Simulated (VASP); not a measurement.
# MnSi (rocksalt type) (Fm-3m) in VASP: a series of runs

Runs on MnSi (rocksalt type). Level: PBE. Tasks: electric field gradients.

Everything below comes from runs of VASP 6.6.1. Logs are shortened: lines on timing, memory, paths and dates and some standing lists are left out, and cuts for length are marked.

## (1) The cell of the first run

The structure is cubic, space group Fm-3m (No. 225). Conventional cell: a = 4.845 Å, b = 4.845 Å, c = 4.845 Å, α = 90.00°, β = 90.00°, γ = 90.00°. Mn (site symmetry m-3m) has 6 Si at 2.42 Å within 3.2 Å. Within 3.2 Å of Si (site symmetry m-3m) lie 6 Mn at 2.42 Å.

## (2) Electric field gradients, PBE, collinear spin, ferromagnetic start

Input file INCAR:

```
SYSTEM = MnSi
PREC = Accurate
ENCUT = 520
EDIFF = 1E-8
ISMEAR = -1
SIGMA = 0.05
LREAL = .False.
LASPH = .True.
NELM = 150
ALGO = Normal
ISIF = 2
LWAVE = .False.
LCHARG = .False.
ISPIN = 2
MAGMOM = 4 0
LORBIT = 11
LMAXMIX = 4
GGA = PE
LEFG = .True.
NBANDS = 20
```

Input file KPOINTS:

```
regular mesh
0
Gamma
  15 15 15
  0 0 0
```

Input file POSCAR:

```
MnSi
1.0
    0.0000000000      2.4224953598      2.4224953598
    2.4224953598      0.0000000000      2.4224953598
    2.4224953598      2.4224953598      0.0000000000
Mn Si
1 1
Direct
    0.0000000000      0.0000000000      0.0000000000
    0.5000000000      0.5000000000      0.5000000000
```

Potentials or basis: VASP PAW PBE potentials, release 64 (Mn_pv, Si).

The run is started by

```console
$ cat potpaw_PBE.64/Mn_pv/POTCAR potpaw_PBE.64/Si/POTCAR > POTCAR
$ mpirun -np 1 vasp_std > vasp.out
```

OUTCAR:

```text
SYSTEM = MnSi
   PREC = Accurate
   ENCUT = 520
   EDIFF = 1E-8
   ISMEAR = -1
   LREAL = .False.
   LASPH = .True.
   NELM = 150
   ISIF = 2
   ISPIN = 2
   LORBIT = 11
   GGA = PE

 ion  position               nearest neighbor table
   1  0.000  0.000  0.000-   2 2.42   2 2.42   2 2.42   2 2.42   2 2.42   2 2.42
   2  0.500  0.500  0.500-   1 2.42   1 2.42   1 2.42   1 2.42   1 2.42   1 2.42

  LATTYP: Found a face centered cubic cell.
 ALAT       =     4.8449907196

  Lattice vectors:

 A1 = (   0.0000000000,   2.4224953598,   2.4224953598)
 A2 = (   2.4224953598,   0.0000000000,   2.4224953598)
 A3 = (   2.4224953598,   2.4224953598,   0.0000000000)

Analysis of symmetry for initial positions (statically):
=====================================================================
 Subroutine PRICEL returns:
 Original cell was already a primitive cell.

 Routine SETGRP: Setting up the symmetry group for a
 face centered cubic supercell.

 Subroutine GETGRP returns: Found 48 space group operations
 (whereof 48 operations were pure point group operations)
 out of a pool of 48 trial point group operations.

The static configuration has the point symmetry O_h .

Analysis of symmetry for dynamics (positions and initial velocities):
=====================================================================
 Subroutine PRICEL returns:
 Original cell was already a primitive cell.

 Routine SETGRP: Setting up the symmetry group for a
 face centered cubic supercell.

 Subroutine GETGRP returns: Found 48 space group operations
 (whereof 48 operations were pure point group operations)
 out of a pool of 48 trial point group operations.

The dynamic configuration has the point symmetry O_h .

Analysis of structural, dynamic, and magnetic symmetry:
=====================================================================
 Subroutine PRICEL returns:
 Original cell was already a primitive cell.

 Routine SETGRP: Setting up the symmetry group for a
 face centered cubic supercell.

 Subroutine GETGRP returns: Found 48 space group operations
 (whereof 48 operations were pure point group operations)
 out of a pool of 48 trial point group operations.

The overall configuration has the point symmetry O_h .

 Subroutine INISYM returns: Found 48 space group operations
 (whereof 48 operations are pure point group operations),
 and found     1 'primitive' translations

----------------------------------------------------------------------------------------

                                     Primitive cell

  volume of cell :      28.4327

  direct lattice vectors                    reciprocal lattice vectors
     0.000000000  2.422495360  2.422495360    -0.206398744  0.206398744  0.206398744
     2.422495360  0.000000000  2.422495360     0.206398744 -0.206398744  0.206398744
     2.422495360  2.422495360  0.000000000     0.206398744  0.206398744 -0.206398744

  length of vectors
     3.425925793  3.425925793  3.425925793     0.357493112  0.357493112  0.357493112

  position of ions in fractional coordinates (direct lattice)
     0.000000000  0.000000000  0.000000000
     0.500000000  0.500000000  0.500000000

  ion indices of the primitive-cell ions
   primitive index   ion index
                 1           1
                 2           2

----------------------------------------------------------------------------------------

 KPOINTS: regular mesh

Automatic generation of k-mesh.
 Grid dimensions read from file:
 generate k-points for:   15   15   15

 Generating k-lattice:

  Cartesian coordinates                     Fractional coordinates (reciprocal lattice)
    -0.013759916  0.013759916  0.013759916     0.066666667  0.000000000  0.000000000
     0.013759916 -0.013759916  0.013759916     0.000000000  0.066666667  0.000000000
     0.013759916  0.013759916 -0.013759916     0.000000000  0.000000000  0.066666667

  Length of vectors
     0.023832874  0.023832874  0.023832874

  Shift w.r.t. Gamma in fractional coordinates (k-lattice)
     0.000000000  0.000000000  0.000000000

 Subroutine IBZKPT returns following result:
 ===========================================

 Found    120 irreducible k-points:

 Following reciprocal coordinates:
            Coordinates               Weight
  0.000000  0.000000  0.000000      1.000000
  0.066667  0.000000  0.000000      8.000000
  0.133333  0.000000  0.000000      8.000000
  0.200000  0.000000  0.000000      8.000000
  0.266667  0.000000  0.000000      8.000000
  0.333333  0.000000  0.000000      8.000000
[... 16 lines left out ...]
  0.133333  0.133333  0.000000      6.000000
  0.200000  0.133333  0.000000     24.000000
 [... further k-points ...]
   k-points           NKPTS =    120   k-points in BZ     NKDIM =    120   number of bands    NBANDS=     20
   number of dos      NEDOS =    301   number of ions     NIONS =      2
   total plane-waves  NPLWV =  21952
   dimension x,y,z NGX =    28 NGY =   28 NGZ =   28
   dimension x,y,z NGXF=    56 NGYF=   56 NGZF=   56
   ions per type =               1   1
   NGX,Y,Z   is equivalent  to a cutoff of  13.59, 13.59, 13.59 a.u.
   NGXF,Y,Z  is equivalent  to a cutoff of  27.17, 27.17, 27.17 a.u.
 SYSTEM =  MnSi
   PREC   = accura    normal or accurate (medium, high low for compatibility)
   ISTART =      0    job   : 0-new  1-cont  2-samecut
   ICHARG =      2    charge: 1-file 2-atom 10-const
   ISPIN  =      2    spin polarized calculation?
   LNONCOLLINEAR =      F non collinear calculations
   LSORBIT =      F    spin-orbit coupling
   LASPH  =      T    aspherical Exc in radial PAW
   ENCUT  =  520.0 eV  38.22 Ry    6.18 a.u.   6.37  6.37  6.37*2*pi/ulx,y,z
   NELM   =    150;   NELMIN=  2; NELMDL= -5     # of ELM steps
   EDIFF  = 0.1E-07   stopping-criterion for ELM
   LREAL  =      F    real-space projection
   EDIFFG = 0.1E-06   stopping-criterion for IOM
   NSW    =      0    number of steps for IOM
   IBRION =     -1    ionic relax: 0-MD 1-quasi-New 2-CG
   NFREE  =      0    steps in history (QN), initial steepest desc. (CG)
   ISIF   =      2    stress and relaxation
   ISYM   =      2    0-nonsym 1-usesym 2-fastsym
   POTIM  = 0.5000    time-step for ionic-motion
   TEBEG  =    0.0;   TEEND  =   0.0 temperature during run
   PSTRESS=    0.0 pullay stress
   NELECT =      17.0000    total number of electrons
   NUPDOWN=      -1.0000    fix difference up-down
   EMIN   =  10.00;   EMAX   =-10.00  energy-range for DOS
   EFERMI =   0.00;   METHOD = LEGACY
   ISMEAR =    -1;   SIGMA  =   0.05  broadening in eV -4-tet -1-fermi 0-gaus
   EFERMI_NEDOS =   21; number of points for ismear=-14 and -15
   IALGO  =     38    algorithm
   IMIX   =      4    mixing-type and parameters
     AMIX     =   0.40;   BMIX     =  1.00
     AMIX_MAG =   1.60;   BMIX_MAG =  1.00
  volume/ion in A,a.u.               =      14.22        95.94
  Fermi-wavevector in a.u.,A,eV,Ry     =   1.379171  2.606256 25.879822  1.902113
  Thomas-Fermi vector in A             =   2.504165
   LORBIT       =     11    0 simple, 1 ext, 2 COOP (PROOUT), +10 PAW based schemes
   GGA     = PE    functional components
   LHFCALC =     F    Hartree Fock is set to
   AEXX    =    0.0000 exact exchange contribution
   IVDW    =     0    specifies the selected vdW correction
   LEPSILON=     F    determine dielectric tensor
   LRPA    =     F    only Hartree local field effects (RPA)
 spin polarized calculation
  energy-cutoff  :      520.00
  volume of cell :       28.43
 maximum number of plane-waves:       785
 NGX is ok and might be reduce to    28
   NGX = 13   NGY = 13   NGZ = 13

 number of electron      17.0000012 magnetization       2.4709603

 Free energy of the ion-electron system (eV)
  ---------------------------------------------------
  ext. energy  EPLUGINS =         0.00000000
  ---------------------------------------------------
  free energy    TOTEN  =       -14.15674020 eV

  energy without entropy =      -14.14540586  energy(sigma->0) =      -14.15107303

 E-fermi :   8.7973     XC(G=0): -11.6898

 val. band max:        8.7972422845   @ k =   0.2000   0.0000   0.0000
 cond. band min:       8.8069177721   @ k =  -0.2667   0.3333   0.0667
 fundamental gap:      0.0096754876
 Fermi energy:         8.7972835542

 spin component 1

 k-point     1 :       0.0000    0.0000    0.0000
  band No.  band energies     occupation
      1     -40.5111      1.00000
      2     -40.5111      1.00000
      3     -40.5111      1.00000
      4      -2.7962      1.00000
      5       6.1173      1.00000
      6       6.1173      1.00000
[... 12 lines left out ...]
     19      23.2701      0.00000
     20      24.1620      0.00000

 k-point     2 :       0.0667    0.0000    0.0000
  band No.  band energies     occupation
      1     -40.5122      1.00000
      2     -40.5113      1.00000
      3     -40.5113      1.00000
      4      -2.7118      1.00000
      5       6.0634      1.00000
      6       6.1331      1.00000
[... 498 lines left out ...]
 k-point    24 :       0.2000    0.1333    0.0000
  band No.  band energies     occupation
      1     -40.5181      1.00000
      2     -40.5135      1.00000
      3     -40.5133      1.00000
      4      -2.0539      1.00000
      5       5.7649      1.00000
      6       5.8434      1.00000
[... 12 lines left out ...]
     19      23.5285      0.00000
     20      25.8584      0.00000

 [... further k-points ...]

 spin component 2

 k-point     1 :       0.0000    0.0000    0.0000
  band No.  band energies     occupation
      1     -37.8142      1.00000
      2     -37.8142      1.00000
      3     -37.8142      1.00000
      4      -2.7530      1.00000
      5       8.2177      0.99999
      6       8.2178      0.99999
[... 12 lines left out ...]
     19      23.6413      0.00000
     20      25.0227      0.00000

 k-point     2 :       0.0667    0.0000    0.0000
  band No.  band energies     occupation
      1     -37.8155      1.00000
      2     -37.8144      1.00000
      3     -37.8144      1.00000
      4      -2.6694      1.00000
      5       8.1285      1.00000
      6       8.1285      1.00000
[... 498 lines left out ...]
 k-point    24 :       0.2000    0.1333    0.0000
  band No.  band energies     occupation
      1     -37.8225      1.00000
      2     -37.8170      1.00000
      3     -37.8168      1.00000
      4      -2.0174      1.00000
      5       7.0015      1.00000
      6       7.7696      1.00000
[... 12 lines left out ...]
     19      23.6059      0.00000
     20      26.6616      0.00000

 [... further k-points ...]

------------------------ aborting loop because EDIFF is reached ----------------------------------------

  FORCE on cell =-STRESS in cart. coord.  units (eV):
  Direction    XX          YY          ZZ          XY          YZ          ZX
  --------------------------------------------------------------------------------------
  -------------------------------------------------------------------------------------
  Total       -0.0047478     -0.0047478     -0.0047478      0.0000000     -0.0000000      0.0000000
  in kB       -0.2675350     -0.2675350     -0.2675350      0.0000000     -0.0000000      0.0000000
  external PRESSURE =      -0.2675350 kB  Pullay stress =       0.0000000 kB

 VOLUME and BASIS-vectors are now :
 -----------------------------------------------------------------------------
  energy-cutoff  :      520.00
  volume of cell :       28.43
      direct lattice vectors                 reciprocal lattice vectors
     0.000000000  2.422495360  2.422495360    -0.206398744  0.206398744  0.206398744
     2.422495360  0.000000000  2.422495360     0.206398744 -0.206398744  0.206398744
     2.422495360  2.422495360  0.000000000     0.206398744  0.206398744 -0.206398744

 POSITION                                       TOTAL-FORCE (eV/Angst)
 -----------------------------------------------------------------------------------
      0.00000      0.00000      0.00000        -0.000000     -0.000000     -0.000000
      2.42250      2.42250      2.42250         0.000000      0.000000      0.000000
 -----------------------------------------------------------------------------------
    total drift:                               -0.000000      0.000000      0.000000

  FREE ENERGIE OF THE ION-ELECTRON SYSTEM (eV)
  ---------------------------------------------------
  free  energy   TOTEN  =       -14.1567402037 eV

  energy  without entropy=      -14.1454058636  energy(sigma->0) =      -14.15107303

 Electric field gradients (V/A^2)
---------------------------------------------------------------------
 ion       V_xx      V_yy      V_zz      V_xy      V_xz      V_yz
---------------------------------------------------------------------
   1       0.000    -0.000    -0.000    -0.004    -0.004    -0.004
   2       0.000    -0.000     0.000    -0.000    -0.000    -0.000
---------------------------------------------------------------------

 Electric field gradients after diagonalization (V/A^2)
 (convention: |V_zz| > |V_xx| > |V_yy|)
----------------------------------------------------------------------
 ion       V_xx      V_yy      V_zz     asymmetry (V_yy - V_xx)/ V_zz
----------------------------------------------------------------------
   1       0.004     0.004    -0.007       0.000
   2       0.000     0.000    -0.000       0.000
----------------------------------------------------------------------

           NMR quadrupolar parameters

 Cq : quadrupolar parameter    Cq=e*Q*V_zz/h
 eta: asymmetry parameters     (V_yy - V_xx)/ V_zz
 Q  : nuclear electric quadrupole moment in mb (millibarn)
----------------------------------------------------------------------
 ion       Cq(MHz)       eta       Q (mb)
----------------------------------------------------------------------
   1      -0.000       0.000       1.000
   2      -0.000       0.000       1.000
----------------------------------------------------------------------

 total charge

# of ion       s       p       d       tot
------------------------------------------
    1        0.321   6.255   5.210  11.786
    2        0.788   0.898   0.000   1.686
--------------------------------------------------
tot          1.109   7.152   5.210  13.471

 magnetization (x)

# of ion       s       p       d       tot
------------------------------------------
    1        0.056   0.008   2.511   2.574
    2       -0.022  -0.090   0.000  -0.112
--------------------------------------------------
tot          0.034  -0.082   2.511   2.462
```

It took 1.8 min on 1 thread of AMD EPYC 9R45 (Zen 5), shared host; peak memory 0.21 GiB.

What came out:

* Free energy: -14.1567 eV
* Pressure: 0.0 GPa
* Net moment: 2.47 μB per cell
* Site moments: Mn +2.57; Si -0.11 μB
* Valence electrons inside the program's atomic spheres: Mn 11.79; Si 1.69

Caveat: without QUAD_EFG the Cq values of the log hold for a quadrupole moment of 1 mb, not for the nuclei.

(Part 1 of 2 ends here.)
